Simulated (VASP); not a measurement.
# Mg5CdTe6 (P-4m2) in VASP: single point with PBEsol

Aim: the single point of Mg5CdTe6 with PBEsol.

Everything below comes from runs of VASP 6.6.1. Logs are shortened: lines on timing, memory, paths and dates and some standing lists are left out, and cuts for length are marked.

## 1. The cell of the first run

It takes space group P-4m2 (No. 115, tetragonal). Conventional cell: a = 4.620 Å, b = 4.620 Å, c = 19.547 Å, α = 90.00°, β = 90.00°, γ = 90.00°. Mg (site symmetry 2mm) has 4 Te at 2.82 Å within 3.7 Å. Within 3.7 Å of Mg (site symmetry 2mm) lie 4 Te at 2.82 Å. Mg (site symmetry -4m2) has 4 Te at 2.82 Å within 3.7 Å. Within 3.8 Å of Cd (site symmetry -4m2) lie 4 Te at 2.86 Å. Te (site symmetry 2mm) has 4 Mg at 2.82 Å within 3.7 Å. Te (site symmetry 2mm) has 4 Mg at 2.82 Å within 3.7 Å. Within 3.7 Å of Te (site symmetry 2mm) lie 2 Mg at 2.82 Å and 2 Cd at 2.86 Å.

## 2. Single point, PBEsol

The input, POSCAR:

```
Mg5CdTe6
1.0
    4.6198092374      0.0000000000      0.0000000000
    0.0000000000      4.6198092374      0.0000000000
    0.0000000000      0.0000000000     19.5474588496
Mg Cd Te
5 1 6
Direct
    0.0000000000      0.0000000000      0.8314081049
    0.5000000000      0.5000000000      0.6656837744
    0.0000000000      0.0000000000      0.5000000000
    0.5000000000      0.5000000000      0.3343162256
    0.0000000000      0.0000000000      0.1685918951
    0.5000000000      0.5000000000      0.0000000000
    0.5000000000      0.0000000000      0.5828386218
    0.0000000000      0.5000000000      0.4171613782
    0.5000000000      0.0000000000      0.2514470906
    0.0000000000      0.5000000000      0.0862669618
    0.5000000000      0.0000000000      0.9137330382
    0.0000000000      0.5000000000      0.7485529094
```

The input, INCAR.step1:

```
PREC = Accurate
ENCUT = 520
EDIFF = 1E-6
ISMEAR = 0
SIGMA = 0.02
LREAL = False
LASPH = True
NELM = 60
ALGO = Normal
ISIF = 2
LWAVE = False
LCHARG = True
GGA = PS
NBANDS = 41
```

The input, KPOINTS.step1:

```
Automatic mesh
0
Gamma
  6 6 2
```

The input, INCAR.step2:

```
PREC = Accurate
ENCUT = 520
EDIFF = 1E-6
ISMEAR = -5
SIGMA = 0.02
LREAL = False
LASPH = True
NELM = 60
ALGO = Normal
ISIF = 2
LWAVE = False
LCHARG = False
GGA = PS
LORBIT = 10
NEDOS = 2001
ICHARG = 11
```

The input, KPOINTS.step2:

```
Automatic mesh
0
Gamma
  9 9 3
```

Potentials or basis: VASP PAW PBE potentials, release 64 (Mg, Cd, Te).

Launch:

```
$ cat potpaw_PBE.64/Mg/POTCAR potpaw_PBE.64/Cd/POTCAR potpaw_PBE.64/Te/POTCAR > POTCAR
$ cp INCAR.step1 INCAR
$ cp KPOINTS.step1 KPOINTS
$ mpirun -np 1 vasp_std > vasp.out
$ cp INCAR.step2 INCAR
$ cp KPOINTS.step2 KPOINTS
$ mpirun -np 1 vasp_std > vasp.out
```

OUTCAR:

```text
PREC = Accurate
   ENCUT = 520
   EDIFF = 1E-6
   ISMEAR = -5
   LREAL = False
   LASPH = True
   NELM = 60
   ISIF = 2
   GGA = PS
   LORBIT = 10
   ICHARG = 11

 ion  position               nearest neighbor table
   1  0.000  0.000  0.831-  11 2.82  11 2.82  12 2.82  12 2.82
   2  0.500  0.500  0.666-   7 2.82   7 2.82  12 2.82  12 2.82
   3  0.000  0.000  0.500-   7 2.82   8 2.82   8 2.82   7 2.82
   4  0.500  0.500  0.334-   8 2.82   8 2.82   9 2.82   9 2.82
   5  0.000  0.000  0.169-  10 2.82  10 2.82   9 2.82   9 2.82
   6  0.500  0.500  0.000-  10 2.86  11 2.86  11 2.86  10 2.86
   7  0.500  0.000  0.583-   3 2.82   3 2.82   2 2.82   2 2.82
   8  0.000  0.500  0.417-   3 2.82   3 2.82   4 2.82   4 2.82
   9  0.500  0.000  0.251-   5 2.82   5 2.82   4 2.82   4 2.82
  10  0.000  0.500  0.086-   5 2.82   5 2.82   6 2.86   6 2.86
  11  0.500  0.000  0.914-   1 2.82   1 2.82   6 2.86   6 2.86
  12  0.000  0.500  0.749-   1 2.82   1 2.82   2 2.82   2 2.82

  LATTYP: Found a simple tetragonal cell.
 ALAT       =     4.6198092374
 C/A-ratio  =     4.2312264090

  Lattice vectors:

 A1 = (   4.6198092374,   0.0000000000,   0.0000000000)
 A2 = (   0.0000000000,   4.6198092374,   0.0000000000)
 A3 = (   0.0000000000,   0.0000000000,  19.5474588496)

Analysis of symmetry for initial positions (statically):
=====================================================================
 Subroutine PRICEL returns:
 Original cell was already a primitive cell.

 Routine SETGRP: Setting up the symmetry group for a
 simple tetragonal supercell.

 Subroutine GETGRP returns: Found  8 space group operations
 (whereof  8 operations were pure point group operations)
 out of a pool of 16 trial point group operations.

The static configuration has the point symmetry D_2d.

Analysis of symmetry for dynamics (positions and initial velocities):
=====================================================================
 Subroutine PRICEL returns:
 Original cell was already a primitive cell.

 Routine SETGRP: Setting up the symmetry group for a
 simple tetragonal supercell.

 Subroutine GETGRP returns: Found  8 space group operations
 (whereof  8 operations were pure point group operations)
 out of a pool of 16 trial point group operations.

The dynamic configuration has the point symmetry D_2d.

 Subroutine INISYM returns: Found  8 space group operations
[... 144 lines left out ...]
   GGA     = PS    functional components
   LHFCALC =     F    Hartree Fock is set to
   AEXX    =    0.0000 exact exchange contribution
   IVDW    =     0    specifies the selected vdW correction
   LEPSILON=     F    determine dielectric tensor
   LRPA    =     F    only Hartree local field effects (RPA)
 non-spin polarized calculation
 Fermi weights with tetrahedron method with Bloechl corrections
  energy-cutoff  :      520.00
  volume of cell :      417.19
 maximum number of plane-waves:     11263
 NGX is ok and might be reduce to    36

 number of electron      57.9999995 magnetization

 Free energy of the ion-electron system (eV)
  ---------------------------------------------------
  ext. energy  EPLUGINS =         0.00000000
  ---------------------------------------------------
  free energy    TOTEN  =       -39.88070118 eV

  energy without entropy =      -39.88070118  energy(sigma->0) =      -39.88070118

 E-fermi :   1.6917     XC(G=0):  -8.0245

 val. band max:        1.6894426024   @ k =   0.0000   0.0000   0.0000
 cond. band min:       3.4818325856   @ k =   0.0000   0.0000   0.0000
 fundamental gap:      1.7923899833
 Fermi energy:         1.6916588207

 k-point     1 :       0.0000    0.0000    0.0000
  band No.  band energies     occupation
      1      -8.6448      2.00000
      2      -8.4825      2.00000
      3      -8.4728      2.00000
      4      -8.1927      2.00000
      5      -8.0712      2.00000
      6      -7.8927      2.00000
[... 925 lines left out ...]
     35       5.8806      0.00000
     36       6.3635      0.00000

 [... further k-points ...]

------------------------ aborting loop because EDIFF is reached ----------------------------------------

  FORCE on cell =-STRESS in cart. coord.  units (eV):
  Direction    XX          YY          ZZ          XY          YZ          ZX
  --------------------------------------------------------------------------------------
  -------------------------------------------------------------------------------------
  Total       -3.2625183     -3.2625183     -3.2918288      0.0000000      0.0000000      0.0000000
  in kB      -12.5292520    -12.5292520    -12.6418149      0.0000000      0.0000000      0.0000000
  external PRESSURE =     -12.5667730 kB  Pullay stress =       0.0000000 kB

 VOLUME and BASIS-vectors are now :
 -----------------------------------------------------------------------------
  energy-cutoff  :      520.00
  volume of cell :      417.19
      direct lattice vectors                 reciprocal lattice vectors
     4.619809237  0.000000000  0.000000000     0.216459154  0.000000000  0.000000000
     0.000000000  4.619809237  0.000000000     0.000000000  0.216459154  0.000000000
     0.000000000  0.000000000 19.547458850     0.000000000  0.000000000  0.051157545

 POSITION                                       TOTAL-FORCE (eV/Angst)
 -----------------------------------------------------------------------------------
      0.00000      0.00000     16.25192         0.000000     -0.000000      0.003715
      2.30990      2.30990     13.01243         0.000000     -0.000000     -0.000037
      0.00000      0.00000      9.77373         0.000000     -0.000000     -0.000000
      2.30990      2.30990      6.53503         0.000000     -0.000000      0.000037
      0.00000      0.00000      3.29554         0.000000     -0.000000     -0.003715
      2.30990      2.30990      0.00000        -0.000000      0.000000     -0.000000
      2.30990      0.00000     11.39301         0.000000     -0.000000      0.000395
      0.00000      2.30990      8.15444         0.000000     -0.000000     -0.000395
      2.30990      0.00000      4.91515         0.000000     -0.000000      0.000086
      0.00000      2.30990      1.68630         0.000000     -0.000000     -0.124888
      2.30990      0.00000     17.86116         0.000000     -0.000000      0.124888
      0.00000      2.30990     14.63231         0.000000     -0.000000     -0.000086
 -----------------------------------------------------------------------------------
    total drift:                                0.000000      0.000000     -0.000000

  FREE ENERGIE OF THE ION-ELECTRON SYSTEM (eV)
  ---------------------------------------------------
  free  energy   TOTEN  =       -39.8807011792 eV

  energy  without entropy=      -39.8807011792  energy(sigma->0) =      -39.88070118

 total charge

# of ion       s       p       d       tot
------------------------------------------
    1        0.172   0.123   0.022   0.317
    2        0.171   0.122   0.022   0.315
    3        0.171   0.122   0.022   0.315
    4        0.171   0.122   0.022   0.315
    5        0.172   0.123   0.022   0.317
    6        0.461   0.287   9.531  10.279
    7        1.339   2.130   0.009   3.478
    8        1.339   2.130   0.009   3.478
    9        1.339   2.129   0.009   3.478
   10        1.346   2.078   0.014   3.438
   11        1.346   2.078   0.014   3.438
   12        1.339   2.129   0.009   3.478
--------------------------------------------------
tot          9.365  13.575   9.705  32.645
```

OSZICAR.step1:

```text
N       E                     dE             d eps       ncg     rms          rms(c)
DAV:   1     0.265016564982E+03    0.26502E+03   -0.20535E+04  1640   0.111E+03
DAV:   2    -0.181402325647E+02   -0.28316E+03   -0.27212E+03  2032   0.192E+02
DAV:   3    -0.407789657550E+02   -0.22639E+02   -0.22541E+02  1979   0.549E+01
DAV:   4    -0.412691712056E+02   -0.49021E+00   -0.48994E+00  2103   0.863E+00
DAV:   5    -0.412784886464E+02   -0.93174E-02   -0.93170E-02  2068   0.129E+00    0.752E+00
DAV:   6    -0.400542619882E+02    0.12242E+01   -0.20740E+00  1864   0.669E+00    0.563E+00
DAV:   7    -0.398720926998E+02    0.18217E+00   -0.10198E+00  1919   0.313E+00    0.244E+00
DAV:   8    -0.398770942579E+02   -0.50016E-02   -0.47809E-02  1870   0.129E+00    0.970E-01
DAV:   9    -0.398766590837E+02    0.43517E-03   -0.83850E-03  1886   0.456E-01    0.203E-01
DAV:  10    -0.398767775821E+02   -0.11850E-03   -0.27758E-03  1917   0.265E-01    0.885E-02
DAV:  11    -0.398767908622E+02   -0.13280E-04   -0.31707E-04  1919   0.808E-02    0.412E-02
DAV:  12    -0.398768732472E+02   -0.82385E-04   -0.82797E-05  1877   0.307E-02    0.172E-02
DAV:  13    -0.398768894653E+02   -0.16218E-04   -0.20099E-05  1921   0.199E-02    0.726E-03
DAV:  14    -0.398768899992E+02   -0.53389E-06   -0.11275E-06  1399   0.496E-03
   1 F= -.39876890E+02 E0= -.39876890E+02  d E =-.575589E-14
```

It took 19 min on 1 thread of Intel Xeon 8259CL, shared host; peak memory 0.7 GiB.

What came out:

| Item | Value |
| --- | --- |
| Valence electrons inside the program's atomic spheres | Mg 0.32; Cd 10.28; Te 3.48, 3.44 (each value once) |

Caveat: the PAW data sets were made with another functional, which shifts forces and pressure a little; spin-orbit coupling is left out, which moves the levels of the heavy elements.
